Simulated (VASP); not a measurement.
# ScGa5S (P4/mmm) in VASP: relaxation of cell and atoms with PBE

Aim: the relaxation of cell and atoms of ScGa5S with PBE.

Everything below comes from runs of VASP 6.6.1. Logs are shortened: lines on timing, memory, paths and dates and some standing lists are left out, and cuts for length are marked.

## 1. The cell of the first run

Symmetry: P4/mmm, No. 123, tetragonal system. The conventional cell has a = 4.150 Å, b = 4.150 Å, c = 7.440 Å, α = 90.00°, β = 90.00°, γ = 90.00°. Within 3.5 Å of Sc (site symmetry 4/mmm) lie 8 Ga at 2.69 Å. Within 3.5 Å of Ga (site symmetry 2mm) lie 2 Sc at 2.69 Å and 7 Ga at 2.89 to 3.42 Å and 2 S at 2.89 Å. Within 3.8 Å of Ga (site symmetry 4/mmm) lie 8 Ga at 2.89 Å and 4 S at 2.93 Å. S (site symmetry 4/mmm) has 12 Ga at 2.89 to 2.93 Å and 2 Sc at 3.72 Å within 3.8 Å.

## 2. Relaxation of cell and atoms, PBE

Contents of INCAR:

```
ALGO     = Normal         # electronic algorithm
EDIFF    = 1E-6           # SCF threshold, eV
EDIFFG   = -0.08          # ionic threshold
ENCUT    = 600            # plane-wave cutoff, eV
GGA      = PE             # functional
IBRION   = 2              # ionic algorithm
ISIF     = 3              # what is computed and relaxed
ISMEAR   = 0              # smearing method
LASPH    = T              # aspherical terms in the spheres
LCHARG   = F              # write CHGCAR
LREAL    = F              # projectors in reciprocal space
LWAVE    = F              # write WAVECAR
NELM     = 80             # most SCF steps
NSW      = 36             # ionic steps
PREC     = Accurate       # precision mode
SIGMA    = 0.2            # smearing width, eV
```

Contents of KPOINTS:

```
k-points
0
Gamma
  4 4 2
```

Contents of POSCAR:

```
ScGa5S
1.0
    4.1500000000      0.0000000000      0.0000000000
    0.0000000000      4.1500000000      0.0000000000
    0.0000000000      0.0000000000      7.4400000000
Sc Ga S
1 5 1
Direct
    0.0000000000      0.0000000000      0.5000000000
    0.0000000000      0.5000000000      0.2700000000
    0.5000000000      0.0000000000      0.2700000000
    0.0000000000      0.5000000000      0.7300000000
    0.5000000000      0.0000000000      0.7300000000
    0.5000000000      0.5000000000      0.0000000000
    0.0000000000      0.0000000000      0.0000000000
```

Potentials or basis: VASP PAW PBE potentials, release 64 (Sc_sv, Ga_d, S).

Launch:

```sh
cat potpaw_PBE.64/Sc_sv/POTCAR potpaw_PBE.64/Ga_d/POTCAR potpaw_PBE.64/S/POTCAR > POTCAR
mpirun -np 1 vasp_std > vasp.out
```

OUTCAR:

```text
EDIFF = 1E-6
   EDIFFG = -0.08
   ENCUT = 600
   GGA = PE
   IBRION = 2
   ISIF = 3
   ISMEAR = 0
   LASPH = T
   LREAL = F
   NELM = 80
   NSW = 36
   PREC = Accurate

 ion  position               nearest neighbor table
   1  0.000  0.000  0.500-   2 2.69   3 2.69   4 2.69   5 2.69   2 2.69   4 2.69   3 2.69   5 2.69

   2  0.000  0.500  0.270-   1 2.69   1 2.69   6 2.89   6 2.89
   3  0.500  0.000  0.270-   1 2.69   1 2.69   6 2.89   6 2.89
   4  0.000  0.500  0.730-   1 2.69   1 2.69   6 2.89   6 2.89
   5  0.500  0.000  0.730-   1 2.69   1 2.69   6 2.89   6 2.89
   6  0.500  0.500  0.000-   2 2.89   3 2.89   4 2.89   5 2.89   3 2.89   5 2.89   2 2.89   4 2.89

   7  0.000  0.000  0.000-

  LATTYP: Found a simple tetragonal cell.
 ALAT       =     4.1500000000
 C/A-ratio  =     1.7927710843

  Lattice vectors:

 A1 = (   4.1500000000,   0.0000000000,   0.0000000000)
 A2 = (   0.0000000000,   4.1500000000,   0.0000000000)
 A3 = (   0.0000000000,   0.0000000000,   7.4400000000)

Analysis of symmetry for initial positions (statically):
=====================================================================
 Subroutine PRICEL returns:
 Original cell was already a primitive cell.

 Routine SETGRP: Setting up the symmetry group for a
 simple tetragonal supercell.

 Subroutine GETGRP returns: Found 16 space group operations
 (whereof 16 operations were pure point group operations)
 out of a pool of 16 trial point group operations.

The static configuration has the point symmetry D_4h.

Analysis of symmetry for dynamics (positions and initial velocities):
=====================================================================
 Subroutine PRICEL returns:
 Original cell was already a primitive cell.

 Routine SETGRP: Setting up the symmetry group for a
 simple tetragonal supercell.

 Subroutine GETGRP returns: Found 16 space group operations
 (whereof 16 operations were pure point group operations)
 out of a pool of 16 trial point group operations.

The dynamic configuration has the point symmetry D_4h.

 Subroutine INISYM returns: Found 16 space group operations
 (whereof 16 operations are pure point group operations),
 and found     1 'primitive' translations

----------------------------------------------------------------------------------------

                                     Primitive cell

  volume of cell :     128.1354

[... 88 lines left out ...]
   NSW    =     36    number of steps for IOM
   IBRION =      2    ionic relax: 0-MD 1-quasi-New 2-CG
   NFREE  =      1    steps in history (QN), initial steepest desc. (CG)
   ISIF   =      3    stress and relaxation
   ISYM   =      2    0-nonsym 1-usesym 2-fastsym
   POTIM  = 0.5000    time-step for ionic-motion
   TEBEG  =    0.0;   TEEND  =   0.0 temperature during run
   PSTRESS=    0.0 pullay stress
   NELECT =      82.0000    total number of electrons
   NUPDOWN=      -1.0000    fix difference up-down
   EMIN   =  10.00;   EMAX   =-10.00  energy-range for DOS
   EFERMI =   0.00;   METHOD = LEGACY
   ISMEAR =     0;   SIGMA  =   0.20  broadening in eV -4-tet -1-fermi 0-gaus
   EFERMI_NEDOS =   21; number of points for ismear=-14 and -15
   IALGO  =     38    algorithm
   IMIX   =      4    mixing-type and parameters
     AMIX     =   0.40;   BMIX     =  1.00
     AMIX_MAG =   1.60;   BMIX_MAG =  1.00
  volume/ion in A,a.u.               =      18.31       123.53
  Fermi-wavevector in a.u.,A,eV,Ry     =   1.410771  2.665970 27.079318  1.990274
  Thomas-Fermi vector in A             =   2.532690
   LORBIT       =      0    0 simple, 1 ext, 2 COOP (PROOUT), +10 PAW based schemes
   GGA     = PE    functional components
   LHFCALC =     F    Hartree Fock is set to
   AEXX    =    0.0000 exact exchange contribution
   IVDW    =     0    specifies the selected vdW correction
   LEPSILON=     F    determine dielectric tensor
   LRPA    =     F    only Hartree local field effects (RPA)
 conjugate gradient relaxation of ions
 non-spin polarized calculation
 Gauss-broadening in eV      SIGMA  =   0.20
  energy-cutoff  :      600.00
  volume of cell :      128.14
 maximum number of plane-waves:      4310
 NGX is ok and might be reduce to    36
   NGX = 17   NGY = 17   NGZ = 29

--------------------------------------- Ionic step        1  -------------------------------------------

 number of electron      81.9999985 magnetization

 Free energy of the ion-electron system (eV)
  ---------------------------------------------------
  ext. energy  EPLUGINS =         0.00000000
  ---------------------------------------------------
  free energy    TOTEN  =       -24.29306545 eV

  energy without entropy =      -24.22724584  energy(sigma->0) =      -24.26015564

------------------------ aborting loop because EDIFF is reached ----------------------------------------

  FORCE on cell =-STRESS in cart. coord.  units (eV):
  Direction    XX          YY          ZZ          XY          YZ          ZX
  --------------------------------------------------------------------------------------
  -------------------------------------------------------------------------------------
  Total        4.0834963      4.0834963      8.8117039      0.0000000      0.0000000      0.0000000
  in kB       51.0591552     51.0591552    110.1796394      0.0000000      0.0000000      0.0000000
  external PRESSURE =      70.7659833 kB  Pullay stress =       0.0000000 kB
[... 104 lines left out ...]
  FREE ENERGIE OF THE ION-ELECTRON SYSTEM (eV)
  ---------------------------------------------------
  free  energy   TOTEN  =       -24.6693859348 eV

  energy  without entropy=      -24.5888993611  energy(sigma->0) =      -24.62914265

[... ionic steps 4 to 10 ...]

--------------------------------------- Ionic step       11  -------------------------------------------

 number of electron      81.9999976 magnetization

------------------------ aborting loop because EDIFF is reached ----------------------------------------
[... 77 lines left out ...]
--------------------------------------- Ionic step       13  -------------------------------------------

 number of electron      82.0000014 magnetization

 Free energy of the ion-electron system (eV)
  ---------------------------------------------------
  ext. energy  EPLUGINS =         0.00000000
  ---------------------------------------------------
  free energy    TOTEN  =       -25.08066473 eV

  energy without entropy =      -24.99786834  energy(sigma->0) =      -25.03926653

 E-fermi :   5.2347     XC(G=0): -10.5950

 val. band max:        5.2268789262   @ k =   0.0000   0.0000   0.0000
 cond. band min:       5.2902479279   @ k =   0.5000   0.0000   0.5000
 fundamental gap:      0.0633690016
 Fermi energy:         5.2346742443

 k-point     1 :       0.0000    0.0000    0.0000
  band No.  band energies     occupation
      1     -44.5050      2.00000
      2     -23.1832      2.00000
      3     -23.1832      2.00000
      4     -23.0912      2.00000
      5      -9.9857      2.00000
      6      -9.9841      2.00000
[... 647 lines left out ...]
  FREE ENERGIE OF THE ION-ELECTRON SYSTEM (eV)
  ---------------------------------------------------
  free  energy   TOTEN  =       -25.0806647295 eV

  energy  without entropy=      -24.9978683403  energy(sigma->0) =      -25.03926653

 reached required accuracy - stopping structural energy minimisation
```

CONTCAR:

```text
ScGa5S
   1.00000000000000
     3.8838577491675124   -0.0000000000000000   -0.0000000000000000
     0.0000000000000000    3.8838577491675124    0.0000000000000000
     0.0000000000000000   -0.0000000000000000    9.2021855568945892
  Sc              Ga              S
     1     5     1
Direct
     0.0000000000000000    0.0000000000000000    0.5000000000000000
     0.0000000000000000    0.5000000000000000    0.2696699340162299
     0.5000000000000000    0.0000000000000000    0.2696699340162299
     0.0000000000000000    0.5000000000000000    0.7303300659837700
     0.5000000000000000    0.0000000000000000    0.7303300659837700
     0.5000000000000000    0.5000000000000000    0.0000000000000000
     0.0000000000000000    0.0000000000000000    0.0000000000000000

  0.00000000E+00  0.00000000E+00  0.00000000E+00
  0.00000000E+00  0.00000000E+00  0.00000000E+00
  0.00000000E+00  0.00000000E+00  0.00000000E+00
  0.00000000E+00  0.00000000E+00  0.00000000E+00
  0.00000000E+00  0.00000000E+00  0.00000000E+00
  0.00000000E+00  0.00000000E+00  0.00000000E+00
  0.00000000E+00  0.00000000E+00  0.00000000E+00
```

Wall time 8.1 min (1 thread of Intel Xeon 6975P-C (Granite Rapids), shared host); peak memory 0.32 GiB.

Results:

* Free energy: -25.0807 eV
* Relaxed volume: 19.83 Å³/atom
* Relaxed cell: a = 3.884 Å, b = 3.884 Å, c = 9.202 Å, α = 90.00°, β = 90.00°, γ = 90.00°
* Space group after relaxing (to 0.1 Å): P4/mmm (No. 123)
* Energy gained by relaxing: 112.5 meV/atom
* Ionic steps: 13
* Pressure after relaxing: 0.3 GPa
* Largest force after relaxing: 0.013 eV/Å
* Band gap on the k mesh: zero (bands 41 and 42 overlap by 1.83 eV)

Forces on the atoms (eV/Å):
```
Sc   0.000  0.000  0.000
Ga   0.000  0.000  0.013
Ga   0.000  0.000  0.013
Ga   0.000  0.000 -0.013
Ga   0.000  0.000 -0.013
Ga   0.000  0.000  0.000
S    0.000  0.000  0.000
```

Step by step:
```csv
step,energy change (eV),largest force (eV/Å),pressure (GPa),volume (Å³)
1,0.0000,0.3297,7.08,128.14
2,-0.3760,0.1579,-0.65,143.67
3,-0.3763,0.1526,-0.77,144.15
4,-0.4455,0.1259,-0.65,143.46
5,-0.6163,0.0181,0.05,141.01
6,-0.6735,0.3571,1.83,134.48
7,-0.7005,0.2063,1.13,137.58
8,-0.7039,0.2641,1.28,136.82
9,-0.7207,0.2530,-1.11,142.14
10,-0.7349,0.2690,-0.31,140.06
11,-0.7591,0.2001,-0.23,139.62
12,-0.7757,0.0618,0.02,138.84
13,-0.7876,0.0131,0.30,138.81
```

Final structure:
```
CELL_PARAMETERS angstrom
3.88386 0.00000 0.00000
0.00000 3.88386 0.00000
0.00000 0.00000 9.20219
ATOMIC_POSITIONS crystal
Sc 0.00000 0.00000 0.50000
Ga 0.00000 0.50000 0.26967
Ga 0.50000 0.00000 0.26967
Ga 0.00000 0.50000 0.73033
Ga 0.50000 0.00000 0.73033
Ga 0.50000 0.50000 0.00000
S 0.00000 0.00000 0.00000
```

Levels at points of the mesh, in eV from the Fermi level:
```csv
k point,band 37,band 38,band 39,band 40,band 41,band 42,band 43,band 44,band 45,band 46
"(0.00, 0.00, 0.00)",-1.71,-1.68,-0.73,-0.73,-0.01,0.49,0.49,0.70,0.98,1.43
"(0.50, 0.00, 0.00)",-2.40,-1.17,-1.14,0.22,0.44,0.56,0.92,0.98,2.06,2.61
"(0.50, 0.50, 0.00)",-3.85,-3.85,-3.55,-3.43,-2.32,-0.61,0.17,0.17,1.44,1.77
"(0.00, 0.00, 0.50)",-1.66,-0.65,-0.36,-0.36,-0.35,-0.05,-0.05,0.73,1.02,1.71
"(0.50, 0.00, 0.50)",-2.41,-1.56,0.06,0.30,0.35,0.68,1.09,1.24,1.61,1.80
"(0.50, 0.50, 0.50)",-3.85,-3.85,-3.79,-2.77,-1.52,-1.39,0.28,0.28,0.30,1.42
```

Caveat: the k points lie up to 0.40 Å⁻¹ apart in the final cell, too coarse for converged energies and pressures of a metal; a cell axis changed by over 15 % at a fixed basis, so the end point is rough.
